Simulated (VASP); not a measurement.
Write the native input for VASP 6.6.1 that does the following.

```
Task                   : single point
Functional             : PBEsol
Potentials or basis    : VASP PAW PBE potentials, release 64 (Ga_d)
Cutoff                 : 520 eV
k mesh                 : 6 × 6 × 6
Occupations            : fermi-dirac, width 0.15 eV
Spin                   : no spin polarisation
Dipole correction      : no
Further INCAR settings : ALGO = Normal; EDIFF = 1e-06; NBANDS = 48
```

The structure of Ga lies in POSCAR:

```
Ga
1.0
   -2.9352856109      2.9352856109      2.9352856109
    2.9352856109     -2.9352856109      2.9352856109
    2.9352856109      2.9352856109     -2.9352856109
Ga
6
Direct
    0.2500000000      0.6250000000      0.3750000000
    0.3750000000      0.2500000000      0.6250000000
    0.7500000000      0.8750000000      0.1250000000
    0.1250000000      0.7500000000      0.8750000000
    0.6250000000      0.3750000000      0.2500000000
    0.8750000000      0.1250000000      0.7500000000
```

These files were run (other wordings do the same):

INCAR

```
ALGO     = Normal         # electronic algorithm
EDIFF    = 1E-6           # SCF threshold, eV
ENCUT    = 520            # plane-wave cutoff, eV
GGA      = PS             # functional
ISIF     = 2              # what is computed and relaxed
ISMEAR   = -1             # smearing method
LASPH    = T              # aspherical terms in the spheres
LCHARG   = F              # write CHGCAR
LREAL    = F              # projectors in reciprocal space
LWAVE    = F              # write WAVECAR
NBANDS   = 48             # bands
NELM     = 100            # most SCF steps
PREC     = Accurate       # precision mode
SIGMA    = 0.15           # smearing width, eV
```

KPOINTS

```
k-points
0
Gamma
  6 6 6
```

Potentials or basis: VASP PAW PBE potentials, release 64 (Ga_d).

Command:

```sh
$ cat potpaw_PBE.64/Ga_d/POTCAR > POTCAR
$ mpirun -np 1 vasp_std > vasp.out
```

Results of the run:

The pressure is 3.5 GPa and the band gap on the k mesh is zero (bands 39 and 40 overlap by 4.11 eV).

Caveat: the cell stands under pressure; the PAW data sets were made with another functional, which shifts forces and pressure a little.

Run time: 33 s on 1 thread of Intel(R) Xeon(R) 6975P-C (Granite Rapids), on a shared host, peak memory 0.25 GiB.
